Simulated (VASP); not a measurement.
# Pt in VASP: further runs

The runs below take Pt through single point, with PBE.

Everything below comes from runs of VASP 6.6.1. Logs are shortened: lines on timing, memory, paths and dates and some standing lists are left out, and cuts for length are marked.

### 1 The cell of the first run

The cell holds a sheet with vacuum, 1 atom: a = 2.652 Å, b = 2.652 Å, c = 14.000 Å, α = 90.00°, β = 90.00°, γ = 90.00°.

The cell was built from a structure type or drawn by symmetry, and may not be a known phase.

### 2 Single point, PBE

INCAR reads:

```
SYSTEM = Pt
ALGO = Normal
DIPOL = 0.5 0.5 0.500
EDIFF = 1E-6
ENCUT = 520
GGA = PE
IDIPOL = 3
ISIF = 2
ISMEAR = 0
LASPH = .TRUE.
LCHARG = .FALSE.
LDIPOL = .TRUE.
LREAL = .FALSE.
LWAVE = .FALSE.
NBANDS = 11
NELM = 80
PREC = Accurate
SIGMA = 0.1
```

KPOINTS reads:

```
k-points
0
G
  6 6 1
  0 0 0
```

POSCAR reads:

```
Pt
1.0
    2.6516260000      0.0000000000      0.0000000000
    0.0000000000      2.6516260000      0.0000000000
    0.0000000000      0.0000000000     14.0000000000
Pt
1
Direct
    0.0000000000      0.0000000000      0.5000000000
```

Potentials or basis: VASP PAW PBE potentials, release 64 (Pt).

Started as:

```
> cat potpaw_PBE.64/Pt/POTCAR > POTCAR
> mpirun -np 1 vasp_std > vasp.out
```

OUTCAR:

```text
SYSTEM = Pt
   EDIFF = 1E-6
   ENCUT = 520
   GGA = PE
   ISIF = 2
   ISMEAR = 0
   LASPH = .TRUE.
   LREAL = .FALSE.
   NELM = 80
   PREC = Accurate

 ion  position               nearest neighbor table
   1  0.000  0.000  0.500-

  LATTYP: Found a simple tetragonal cell.
 ALAT       =     2.6516260000
 C/A-ratio  =     5.2797792751

  Lattice vectors:

 A1 = (   2.6516260000,   0.0000000000,   0.0000000000)
 A2 = (   0.0000000000,   2.6516260000,   0.0000000000)
 A3 = (   0.0000000000,   0.0000000000,  14.0000000000)

Analysis of symmetry for initial positions (statically):
=====================================================================
 Subroutine PRICEL returns:
 Original cell was already a primitive cell.

 Routine SETGRP: Setting up the symmetry group for a
 simple tetragonal supercell.

 Subroutine GETGRP returns: Found 16 space group operations
 (whereof 16 operations were pure point group operations)
 out of a pool of 16 trial point group operations.

The static configuration has the point symmetry D_4h.

Analysis of symmetry for dynamics (positions and initial velocities):
=====================================================================
 Subroutine PRICEL returns:
 Original cell was already a primitive cell.

 Routine SETGRP: Setting up the symmetry group for a
 simple tetragonal supercell.

 Subroutine GETGRP returns: Found 16 space group operations
 (whereof 16 operations were pure point group operations)
 out of a pool of 16 trial point group operations.

The dynamic configuration has the point symmetry D_4h.

 Subroutine INISYM returns: Found 16 space group operations
 (whereof 16 operations are pure point group operations),
 and found     1 'primitive' translations

----------------------------------------------------------------------------------------

                                     Primitive cell

  volume of cell :      98.4357

  direct lattice vectors                    reciprocal lattice vectors
     2.651626000  0.000000000  0.000000000     0.377127091  0.000000000  0.000000000
     0.000000000  2.651626000  0.000000000     0.000000000  0.377127091  0.000000000
     0.000000000  0.000000000 14.000000000     0.000000000  0.000000000  0.071428571

  length of vectors
     2.651626000  2.651626000 14.000000000     0.377127091  0.377127091  0.071428571

  position of ions in fractional coordinates (direct lattice)
     0.000000000  0.000000000  0.500000000

  ion indices of the primitive-cell ions
   primitive index   ion index
                 1           1

----------------------------------------------------------------------------------------

 KPOINTS: k-points

Automatic generation of k-mesh.
 Grid dimensions read from file:
 generate k-points for:    6    6    1

 Generating k-lattice:

  Cartesian coordinates                     Fractional coordinates (reciprocal lattice)
     0.062854515  0.000000000  0.000000000     0.166666667  0.000000000  0.000000000
     0.000000000  0.062854515  0.000000000     0.000000000  0.166666667  0.000000000
     0.000000000  0.000000000  0.071428571     0.000000000  0.000000000  1.000000000

  Length of vectors
     0.062854515  0.062854515  0.071428571

  Shift w.r.t. Gamma in fractional coordinates (k-lattice)
     0.000000000  0.000000000  0.000000000

 Subroutine IBZKPT returns following result:
 ===========================================

 Found     10 irreducible k-points:

 Following reciprocal coordinates:
            Coordinates               Weight
  0.000000  0.000000  0.000000      1.000000
  0.166667  0.000000  0.000000      4.000000
  0.333333  0.000000  0.000000      4.000000
  0.500000  0.000000  0.000000      2.000000
  0.166667  0.166667  0.000000      4.000000
  0.333333  0.166667  0.000000      8.000000
  0.500000  0.166667  0.000000      4.000000
  0.333333  0.333333  0.000000      4.000000
  0.500000  0.333333  0.000000      4.000000
  0.500000  0.500000  0.000000      1.000000
   k-points           NKPTS =     10   k-points in BZ     NKDIM =     10   number of bands    NBANDS=     11
   number of dos      NEDOS =    301   number of ions     NIONS =      1
   total plane-waves  NPLWV =  43200
   dimension x,y,z NGX =    20 NGY =   20 NGZ =  108
   dimension x,y,z NGXF=    40 NGYF=   40 NGZF=  216
   ions per type =               1
   NGX,Y,Z   is equivalent  to a cutoff of  12.54, 12.54, 12.82 a.u.
   NGXF,Y,Z  is equivalent  to a cutoff of  25.08, 25.08, 25.65 a.u.
 SYSTEM =  Pt
   PREC   = accura    normal or accurate (medium, high low for compatibility)
   ISTART =      0    job   : 0-new  1-cont  2-samecut
   ICHARG =      2    charge: 1-file 2-atom 10-const
   ISPIN  =      1    spin polarized calculation?
   LNONCOLLINEAR =      F non collinear calculations
   LSORBIT =      F    spin-orbit coupling
   LASPH  =      T    aspherical Exc in radial PAW
   ENCUT  =  520.0 eV  38.22 Ry    6.18 a.u.   4.93  4.93 26.03*2*pi/ulx,y,z
   NELM   =     80;   NELMIN=  2; NELMDL= -5     # of ELM steps
   EDIFF  = 0.1E-05   stopping-criterion for ELM
   LREAL  =      F    real-space projection
   EDIFFG = 0.1E-04   stopping-criterion for IOM
   NSW    =      0    number of steps for IOM
   IBRION =     -1    ionic relax: 0-MD 1-quasi-New 2-CG
   NFREE  =      0    steps in history (QN), initial steepest desc. (CG)
   ISIF   =      2    stress and relaxation
   ISYM   =      2    0-nonsym 1-usesym 2-fastsym
   POTIM  = 0.5000    time-step for ionic-motion
   TEBEG  =    0.0;   TEEND  =   0.0 temperature during run
   PSTRESS=    0.0 pullay stress
   NELECT =      10.0000    total number of electrons
   NUPDOWN=      -1.0000    fix difference up-down
   EMIN   =  10.00;   EMAX   =-10.00  energy-range for DOS
   EFERMI =   0.00;   METHOD = LEGACY
   ISMEAR =     0;   SIGMA  =   0.10  broadening in eV -4-tet -1-fermi 0-gaus
   EFERMI_NEDOS =   21; number of points for ismear=-14 and -15
   IALGO  =     38    algorithm
   IMIX   =      4    mixing-type and parameters
     AMIX     =   0.40;   BMIX     =  1.00
     AMIX_MAG =   1.60;   BMIX_MAG =  1.00
  volume/ion in A,a.u.               =      98.44       664.28
  Fermi-wavevector in a.u.,A,eV,Ry     =   0.763878  1.443520  7.939129  0.583510
  Thomas-Fermi vector in A             =   1.863657
   LORBIT       =      0    0 simple, 1 ext, 2 COOP (PROOUT), +10 PAW based schemes
   GGA     = PE    functional components
   LHFCALC =     F    Hartree Fock is set to
   AEXX    =    0.0000 exact exchange contribution
   IVDW    =     0    specifies the selected vdW correction
   LEPSILON=     F    determine dielectric tensor
   LRPA    =     F    only Hartree local field effects (RPA)
 non-spin polarized calculation
 Gauss-broadening in eV      SIGMA  =   0.10
  energy-cutoff  :      520.00
  volume of cell :       98.44
 maximum number of plane-waves:      2674
 NGX is ok and might be reduce to    20
   NGX =  9   NGY =  9   NGZ = 53

 dipolmoment           0.000000      0.000000     -0.000000 electrons x Angstroem

 number of electron      10.0000001 magnetization

 dipolmoment           0.000000      0.000000      0.000000 electrons x Angstroem

 Free energy of the ion-electron system (eV)
  ---------------------------------------------------
  ext. energy  EPLUGINS =         0.00000000
  ---------------------------------------------------
  free energy    TOTEN  =        -4.49891262 eV

  energy without entropy =       -4.47226630  energy(sigma->0) =       -4.48558946

 E-fermi :  -3.6399     XC(G=0):  -3.3166

 val. band max:       -3.6434274241   @ k =   0.3333   0.1667   0.0000
 cond. band min:      -3.5772714208   @ k =   0.1667   0.0000   0.0000
 fundamental gap:      0.0661560033
 Fermi energy:        -3.6399216333

 k-point     1 :       0.0000    0.0000    0.0000
  band No.  band energies     occupation
      1      -9.7023      2.00000
      2      -8.4283      2.00000
      3      -5.4189      2.00000
      4      -3.7167      1.72230
      5      -3.7167      1.72230
      6      -3.0320      0.00000
      7      -1.4726      0.00000
      8       2.2621      0.00000
      9       3.2673      0.00000
     10       3.8961      0.00000
     11       6.7109      0.00000

 k-point     2 :       0.1667    0.0000    0.0000
  band No.  band energies     occupation
      1      -9.0323      2.00000
      2      -7.7153      2.00000
      3      -5.1917      2.00000
      4      -4.8422      2.00000
      5      -3.6472      1.08171
      6      -3.5773      0.37561
      7      -0.2708      0.00000
      8       2.8304      0.00000
      9       3.9365      0.00000
     10       4.4497      0.00000
     11       7.3923      0.00000

 k-point     3 :       0.3333    0.0000    0.0000
  band No.  band energies     occupation
      1      -8.3241      2.00000
      2      -6.1921      2.00000
      3      -4.8699      2.00000
      4      -4.5995      2.00000
      5      -4.5241      2.00000
      6      -3.5050      0.05629
      7       1.8172      0.00000
      8       4.5335      0.00000
      9       5.1994      0.00000
     10       5.7560      0.00000
     11       6.1143      0.00000

 k-point     4 :       0.5000    0.0000    0.0000
  band No.  band energies     occupation
      1      -8.0534      2.00000
      2      -6.7129      2.00000
      3      -4.9440      2.00000
      4      -4.3921      2.00000
      5      -3.4321      0.00330
      6      -1.5585      0.00000
      7       1.5657      0.00000
      8       3.5765      0.00000
      9       6.7110      0.00000
     10       7.1980      0.00000
     11       7.5778      0.00000

 k-point     5 :       0.1667    0.1667    0.0000
  band No.  band energies     occupation
      1      -8.0464      2.00000
      2      -7.3567      2.00000
      3      -4.9977      2.00000
      4      -4.9720      2.00000
      5      -4.3572      2.00000
      6      -4.1163      2.00000
      7       0.7350      0.00000
      8       3.4007      0.00000
      9       4.6118      0.00000
     10       5.0075      0.00000
     11       8.0899      0.00000

 k-point     6 :       0.3333    0.1667    0.0000
  band No.  band energies     occupation
      1      -7.2285      2.00000
      2      -6.0442      2.00000
      3      -5.8692      2.00000
      4      -4.5963      2.00000
      5      -4.3487      2.00000
      6      -3.6434      1.03954
      7       2.7462      0.00000
      8       5.1081      0.00000
      9       6.0919      0.00000
     10       6.4501      0.00000
     11       6.6992      0.00000

 k-point     7 :       0.5000    0.1667    0.0000
  band No.  band energies     occupation
      1      -6.8652      2.00000
      2      -6.5440      2.00000
      3      -6.2476      2.00000
      4      -4.2438      2.00000
      5      -4.2316      2.00000
      6      -0.0097      0.00000
      7       1.7232      0.00000
      8       4.6440      0.00000
      9       7.1532      0.00000
     10       7.8354      0.00000
     11       8.1467      0.00000

 k-point     8 :       0.3333    0.3333    0.0000
  band No.  band energies     occupation
      1      -7.3127      2.00000
      2      -5.8397      2.00000
      3      -5.4847      2.00000
      4      -4.3901      2.00000
      5      -4.3251      2.00000
      6      -2.0931      0.00000
      7       4.7495      0.00000
      8       6.8209      0.00000
      9       7.0777      0.00000
     10       8.3288      0.00000
     11       8.3377      0.00000

 k-point     9 :       0.5000    0.3333    0.0000
  band No.  band energies     occupation
      1      -7.7854      2.00000
      2      -6.1830      2.00000
      3      -5.4803      2.00000
      4      -4.2064      2.00000
      5      -3.4983      0.04515
      6       2.2882      0.00000
      7       2.2954      0.00000
      8       6.9247      0.00000
      9       8.2817      0.00000
     10       9.5824      0.00000
     11       9.8385      0.00000

 k-point    10 :       0.5000    0.5000    0.0000
  band No.  band energies     occupation
      1      -8.3646      2.00000
      2      -5.9891      2.00000
      3      -5.9891      2.00000
      4      -3.8528      1.99739
      5      -1.5072      0.00000
      6       3.5485      0.00000
      7       3.5485      0.00000
      8       7.0095      0.00000
      9       8.9429      0.00000
     10       9.0983      0.00000
     11      10.4337      0.00000

------------------------ aborting loop because EDIFF is reached ----------------------------------------

 vacuum level on the upper side and lower side of the slab       (xc-potential included)        -0.012        -0.012

  FORCE on cell =-STRESS in cart. coord.  units (eV):
  Direction    XX          YY          ZZ          XY          YZ          ZX
  --------------------------------------------------------------------------------------
  -------------------------------------------------------------------------------------
  Total       -2.7951418     -2.7951418     -0.0126676      0.0000000      0.0000000      0.0000000
  in kB      -45.4948095    -45.4948095     -0.2061825      0.0000000      0.0000000      0.0000000
  external PRESSURE =     -30.3986005 kB  Pullay stress =       0.0000000 kB

 VOLUME and BASIS-vectors are now :
 -----------------------------------------------------------------------------
  energy-cutoff  :      520.00
  volume of cell :       98.44
      direct lattice vectors                 reciprocal lattice vectors
     2.651626000  0.000000000  0.000000000     0.377127091  0.000000000  0.000000000
     0.000000000  2.651626000  0.000000000     0.000000000  0.377127091  0.000000000
     0.000000000  0.000000000 14.000000000     0.000000000  0.000000000  0.071428571

 POSITION                                       TOTAL-FORCE (eV/Angst)
 -----------------------------------------------------------------------------------
      0.00000      0.00000      7.00000         0.000000      0.000000      0.000000
 -----------------------------------------------------------------------------------
    total drift:                                0.000000      0.000000      0.000000

  FREE ENERGIE OF THE ION-ELECTRON SYSTEM (eV)
  ---------------------------------------------------
  free  energy   TOTEN  =        -4.4989126207 eV

  energy  without entropy=       -4.4722663012  energy(sigma->0) =       -4.48558946

 vacuum level on the upper side and lower side of the slab         2.589         2.589
```

Wall time 5.1 s (1 thread of AMD EPYC 9R45 (Zen 5), shared host); peak memory 0.16 GiB.

Results:

```yaml
Free_energy: -4.4989 eV
Band_gap_on_the_k_mesh: zero (bands 5 and 6 overlap by 2.61 eV)
```

Caveat: the k points lie up to 0.39 Å⁻¹ apart, too coarse for converged energies and pressures of a metal; spin-orbit coupling is left out, which moves the levels of the heavy elements.

[end of part 1 of 2]
